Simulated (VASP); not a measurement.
Wanted: the native input for a VASP 6.6.1 run.

```
Task                   : single point
Functional             : PBE
Potentials or basis    : VASP PAW PBE potentials, release 64 (Ta_pv, S)
Cutoff                 : 520 eV
k mesh                 : 8 × 8 × 1
Occupations            : gaussian, width 0.1 eV
Spin                   : no spin polarisation
Dipole correction      : yes
Further INCAR settings : ALGO = Normal; EDIFF = 1e-06; NBANDS = 33
```

The structure of Ta4S lies in POSCAR:

```
Ta4S
1.0
    3.3189671341      0.0000000000      0.0000000000
    0.0000000000      3.3189671341      0.0000000000
    0.0000000000      0.0000000000     20.2996559613
Ta S
4 1
Direct
    0.5000000000      0.5000000000      0.1970476745
    0.0000000000      0.0000000000      0.2787970189
    0.5000000000      0.5000000000      0.3599139055
    0.0000000000      0.0000000000      0.4334879359
    0.5000000000      0.5000000000      0.4895801288
```

The input as run:

INCAR

```
SYSTEM = Ta4S
ALGO     = Normal         ! electronic algorithm
DIPOL    = 0.5 0.5 0.352
EDIFF    = 1E-6           ! SCF threshold, eV
ENCUT    = 520            ! plane-wave cutoff, eV
GGA      = PE             ! functional
IDIPOL   = 3            
ISIF     = 2              ! what is computed and relaxed
ISMEAR   = 0              ! smearing method
LASPH    = .True.         ! aspherical terms in the spheres
LCHARG   = .True.         ! write CHGCAR
LDIPOL   = .True.       
LELF     = .True.         ! ELF
LREAL    = .False.        ! projectors in reciprocal space
LVACPOTAV= .True.       
LVHAR    = .True.       
LWAVE    = .False.        ! write WAVECAR
NBANDS   = 33             ! bands
NELM     = 60             ! most SCF steps
PREC     = Accurate       ! precision mode
SIGMA    = 0.1            ! smearing width, eV
```

KPOINTS

```
k-points
0
Gamma
  8 8 1
  0 0 0
```

Potentials or basis: VASP PAW PBE potentials, release 64 (Ta_pv, S).

The run is started by

```bash
$ cat potpaw_PBE.64/Ta_pv/POTCAR potpaw_PBE.64/S/POTCAR > POTCAR
$ mpirun -np 1 vasp_std > vasp.out
```

Results of the run:

```
Largest force          : 2.375 eV/Å
Band gap on the k mesh : zero (bands 25 and 26 overlap by 0.25 eV)
```

Caveat: spin-orbit coupling is left out, which moves the levels of the heavy elements.

Wall time 6.9 min on 1 thread of Intel Xeon 8259CL, with other jobs on the host, peak memory 0.39 GiB.
